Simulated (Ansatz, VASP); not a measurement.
Given: the input of a run of VASP 6.6.1 on Os.

File INCAR:

```
SYSTEM = Os
PREC = Accurate ; ENCUT = 520
EDIFF = 1E-7 ; ISMEAR = 0
SIGMA = 0.011 ; LREAL = .FALSE.
LASPH = .TRUE. ; NELM = 80
ALGO = Normal ; ISIF = 2
LWAVE = .FALSE. ; LCHARG = .FALSE.
GGA = PE ; NBANDS = 15
```

File KPOINTS:

```
regular mesh
0
G
  11 11 6
  0 0 0
```

Contents of POSCAR:

```
Os
1.0
    2.7341000000      0.0000000000      0.0000000000
   -1.3670500000      2.3678000565      0.0000000000
    0.0000000000      0.0000000000      4.3197000000
Os
2
Direct
    0.6666666667      0.3333333333      0.7500000000
    0.3333333333      0.6666666667      0.2500000000
```

Potentials or basis: VASP PAW PBE potentials, release 64 (Os).

The run is started by

```bash
$ cat potpaw_PBE.64/Os/POTCAR > POTCAR
$ mpirun -np 1 vasp_std > vasp.out
```

Q: Set up the same calculation for Ansatz 0.2.0. Potentials there: all-electron LAPW, scalar-relativistic.

A: As run (the cutoff follows the program's own potentials):

Contents of input.yaml:

```yaml
crystal:
  lattice:
    - [2.7341, 0.0, 0.0]
    - [-1.36705, 2.3678000565, 0.0]
    - [0.0, 0.0, 4.3197]
  atoms:
    - { symbol: Os, position: [0.6666666667, 0.3333333333, 0.75] }
    - { symbol: Os, position: [0.3333333333, 0.6666666667, 0.25] }
kpoints:
  mp_grid: { grid: [11, 11, 6] }
scf:
  occupations: { method: gaussian, width: 0.011 }
hamiltonian:
  xc: pbe
  pseudopotentials: { kind: all_electron, lapw: { basis_error: 0.001 } }
output:
  forces: true
  stress: true
  eigenvalues: true
```

Potentials or basis: all-electron LAPW, scalar-relativistic.

Run with:

```bash
$ ansatz run input.yaml --threads 1 --pin off --max-ram 3072MiB --backend cpu --events-out ev --progress --plain --runs-dir out
```

Both were run:

|  | VASP | Ansatz | Ansatz less VASP |
| --- | --- | --- | --- |
| gap on the k mesh at the Fermi level (eV) | none | none | - |
| pressure (GPa) | 8.8 | 8.7 | -0.05 |
| traceless stress, the component that is largest in VASP (GPa) | 0.19 | 0.19 | +0.003 |

A gap of «none» marks a metal or a gap that the smearing closes. Ansatz ran all-electron here, and VASP with PAW potentials.

Spin-orbit coupling is off throughout.
